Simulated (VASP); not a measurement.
Input of a VASP 6.6.1 run:

The input INCAR:

```
SYSTEM = WC
PREC     = Accurate       ! precision mode
ENCUT    = 520            ! plane-wave cutoff, eV
EDIFF    = 1E-6           ! SCF threshold, eV
ISMEAR   = -1             ! smearing method
SIGMA    = 0.1            ! smearing width, eV
LREAL    = .False.        ! projectors in reciprocal space
LASPH    = .True.         ! aspherical terms in the spheres
NELM     = 100            ! most SCF steps
ALGO     = Normal         ! electronic algorithm
ISIF     = 2              ! what is computed and relaxed
LWAVE    = .False.        ! write WAVECAR
LCHARG   = .False.        ! write CHGCAR
GGA      = PE             ! functional
NBANDS   = 16             ! bands
```

KPOINTS

```
regular mesh
0
Gamma
  11 11 10
  0 0 0
```

File POSCAR:

```
WC
1.0
    3.0183968214      0.0000000000      0.0000000000
   -1.5091984107      2.6140084963      0.0000000000
    0.0000000000      0.0000000000      2.9458057539
W C
1 1
Direct
    0.0000000000      0.0000000000      0.0000000000
    0.6666666667      0.3333333333      0.5000000000
```

Potentials or basis: VASP PAW PBE potentials, release 64 (W_sv, C).

Launch:

```console
$ cat potpaw_PBE.64/W_sv/POTCAR potpaw_PBE.64/C/POTCAR > POTCAR
$ mpirun -np 1 vasp_std > vasp.out
```

Task: Estimate the pressure.

Result: -30.3 GPa.

Task: Predict the band gap on the k mesh.

Result: Zero (band 9 reaches 10.14 eV, above the bottom of band 10 at 9.05 eV).

Stress tensor (GPa, compression positive):
```
-28.29   0.00   0.00
  0.00 -28.29   0.00
  0.00   0.00 -34.34
```

Caveat: spin-orbit coupling is left out, which moves the levels of the heavy elements.
